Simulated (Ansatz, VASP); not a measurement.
Two plane-wave programs on HfN

Contents of INCAR:

```
SYSTEM = HfN
PREC = Accurate
ENCUT = 520
EDIFF = 1E-6
ISMEAR = 0
SIGMA = 0.1
LREAL = .False.
LASPH = .True.
NELM = 80
ALGO = Normal
ISIF = 2
LWAVE = .False.
LCHARG = .True.
GGA = PS
LELF = .True.
LVHAR = .True.
NBANDS = 23
```

File KPOINTS:

```
regular mesh
0
Gamma
  18 18 10
  0 0 0
```

POSCAR

```
HfN
1.0
    3.1277072835      0.0000000000      0.0000000000
   -1.5638536418      2.7086739631      0.0000000000
    0.0000000000      0.0000000000      5.3909358951
Hf N
2 2
Direct
    0.6666666667      0.3333333333      0.7500000000
    0.3333333333      0.6666666667      0.2500000000
    0.0000000000      0.0000000000      0.0000000000
    0.0000000000      0.0000000000      0.5000000000
```

Input for Ansatz:

```yaml
crystal:
  lattice:
    - [3.1277072835, 0.0, 0.0]
    - [-1.5638536418, 2.7086739631, 0.0]
    - [0.0, 0.0, 5.3909358951]
  atoms:
    - { symbol: Hf, position: [0.6666666667, 0.3333333333, 0.75] }
    - { symbol: Hf, position: [0.3333333333, 0.6666666667, 0.25] }
    - { symbol: "N", position: [0.0, 0.0, 0.0] }
    - { symbol: "N", position: [0.0, 0.0, 0.5] }
basis:
  ecutwfc: 420
kpoints:
  mp_grid: { grid: [18, 18, 10] }
hamiltonian:
  xc: pbesol
scf:
  occupations: { method: gaussian, width: 0.1 }
output:
  forces: true
  stress: true
  eigenvalues: true
```

Alike in both runs: task single point; functional PBEsol; k mesh 18 × 18 × 10; occupations gaussian, width 0.1 eV; no spin polarisation.

|  | VASP | Ansatz |
| --- | --- | --- |
| version | VASP 6.6.1 | Ansatz 0.2.0 |
| potentials or method | VASP PAW PBE potentials, release 64 (Hf_pv, N), cutoff 520 eV | scalar-relativistic, plane waves, PAW |
| valence electrons in the cell | 30 | 62 |

|  | VASP | Ansatz | Ansatz less VASP |
| --- | --- | --- | --- |
| gap on the k mesh at the Fermi level (eV) | none | none | - |
| pressure (GPa) | -2.1 | -0.1 | +2.06 |
| traceless stress, the component that is largest in VASP (GPa) | 0.22 | 0.16 | -0.066 |

VASP's potentials were made for PBE, not for PBEsol. A gap of «none» marks a metal or a gap that the smearing closes. VASP's potentials hold 30 valence electrons a cell and Ansatz's 62, so a difference there can come from the potentials and not from the codes.

Spin-orbit coupling is off throughout.
